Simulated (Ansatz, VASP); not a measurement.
# One calculation of TiO2, two programs

Contents of INCAR:

```
SYSTEM = TiO2
PREC     = Accurate       ! precision mode
ENCUT    = 520            ! plane-wave cutoff, eV
EDIFF    = 1E-7           ! SCF threshold, eV
ISMEAR   = -1             ! smearing method
SIGMA    = 0.05           ! smearing width, eV
LREAL    = .False.        ! projectors in reciprocal space
LASPH    = .True.         ! aspherical terms in the spheres
NELM     = 60             ! most SCF steps
ALGO     = Normal         ! electronic algorithm
ISIF     = 2              ! what is computed and relaxed
LWAVE    = .False.        ! write WAVECAR
LCHARG   = .False.        ! write CHGCAR
GGA      = PS             ! functional
NBANDS   = 33             ! bands
```

Contents of KPOINTS:

```
regular mesh
0
Gamma
  8 8 6
  0 0 0
```

Contents of POSCAR:

```
TiO2
1.0
    2.7416437942     -2.7422729661      0.0000000000
    2.7416437942      2.7422729661      0.0000000000
   -2.6681866979      0.0000000000      4.8597578833
Ti O
2 4
Direct
    0.8658900000      0.1341100000      0.7500000000
    0.1341100000      0.8658900000      0.2500000000
    0.0887550000      0.3312210000      0.1671490000
    0.9112450000      0.6687790000      0.8328510000
    0.6687790000      0.9112450000      0.3328510000
    0.3312210000      0.0887550000      0.6671490000
```

input.yaml

```yaml
crystal:
  lattice:
    - [2.7416437942, -2.7422729661, 0.0]
    - [2.7416437942, 2.7422729661, 0.0]
    - [-2.6681866979, 0.0, 4.8597578833]
  atoms:
    - { symbol: Ti, position: [0.86589, 0.13411, 0.75] }
    - { symbol: Ti, position: [0.13411, 0.86589, 0.25] }
    - { symbol: O, position: [0.088755, 0.331221, 0.167149] }
    - { symbol: O, position: [0.911245, 0.668779, 0.832851] }
    - { symbol: O, position: [0.668779, 0.911245, 0.332851] }
    - { symbol: O, position: [0.331221, 0.088755, 0.667149] }
kpoints:
  mp_grid: { grid: [8, 8, 6] }
scf:
  occupations: { method: fermi_dirac, width: 0.05 }
hamiltonian:
  xc: pbesol
  pseudopotentials: { kind: all_electron, lapw: { basis_error: 0.002 } }
output:
  forces: true
  stress: true
  eigenvalues: true
```

Change from the starting cell: volume scaled by 1.04.

Alike in both runs: task single point; functional PBEsol; k mesh 8 × 8 × 6; occupations fermi-dirac, width 0.05 eV; no spin polarisation.

```csv
,VASP,Ansatz
version,VASP 6.6.1,Ansatz 0.2.0
potentials or method,"VASP PAW PBE potentials, release 64 (Ti_sv, O), cutoff 520 eV","all-electron LAPW, scalar-relativistic"
```

|  | VASP | Ansatz | Ansatz less VASP |
| --- | --- | --- | --- |
| gap on the k mesh at the Fermi level (eV) | 1.92 | 1.94 | +0.017 |
| least direct gap on the mesh (eV) | 2.26 | 2.28 | +0.017 |
| pressure (GPa) | -13.8 | -14.3 | -0.55 |
| traceless stress, the component that is largest in VASP (GPa) | -0.62 | -0.66 | -0.041 |
| rms of the force components (eV/Å) | 0.198 | 0.207 | +0.0087 |

VASP's potentials were made for PBE, not for PBEsol. Atom by atom the forces differ by 0.010 eV/Å (rms over components). Ansatz ran all-electron here, and VASP with PAW potentials.
